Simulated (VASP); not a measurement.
Here is a VASP 6.6.1 calculation.

INCAR

```
ALGO = Normal
EDIFF = 1E-6
EDIFFG = -0.005
ENCUT = 600
GGA = PS
IBRION = 2
ISIF = 3
ISMEAR = -1
LASPH = T
LCHARG = F
LREAL = F
LWAVE = F
NELM = 60
NSW = 60
PREC = Accurate
SIGMA = 0.02
```

The input KPOINTS:

```
k-points
0
Gamma
  11 11 11
```

The input POSCAR:

```
Si
1.0
    0.0000000000      2.7157741474      2.7157741474
    2.7157741474      0.0000000000      2.7157741474
    2.7157741474      2.7157741474      0.0000000000
Si
2
Direct
   -0.1250000000     -0.1250000000     -0.1250000000
    0.1250000000      0.1250000000      0.1250000000
```

Potentials or basis: VASP PAW PBE potentials, release 64 (Si).

Launch:

```bash
$ cat potpaw_PBE.64/Si/POTCAR > POTCAR
$ mpirun -np 1 vasp_std > vasp.out
```

**Question.** Predict the relaxed volume.

**Answer.** 20.08 Å³/atom.

**Question.** What does it give for the relaxed cell?

**Answer.** a = 3.844 Å, b = 3.844 Å, c = 3.844 Å, α = 60.00°, β = 60.00°, γ = 60.00°.

**Question.** Predict the space group after relaxing (to 0.05 Å).

**Answer.** Fd-3m (No. 227).

Final structure:
```yaml
crystal:
  lattice:
    - [0.00000, 2.71784, 2.71784]
    - [2.71784, 0.00000, 2.71784]
    - [2.71784, 2.71784, 0.00000]
  atoms:
    - { symbol: Si, position: [0.87500, 0.87500, 0.87500] }
    - { symbol: Si, position: [0.12500, 0.12500, 0.12500] }
```

Caveat: the PAW data sets were made with another functional, which shifts forces and pressure a little.
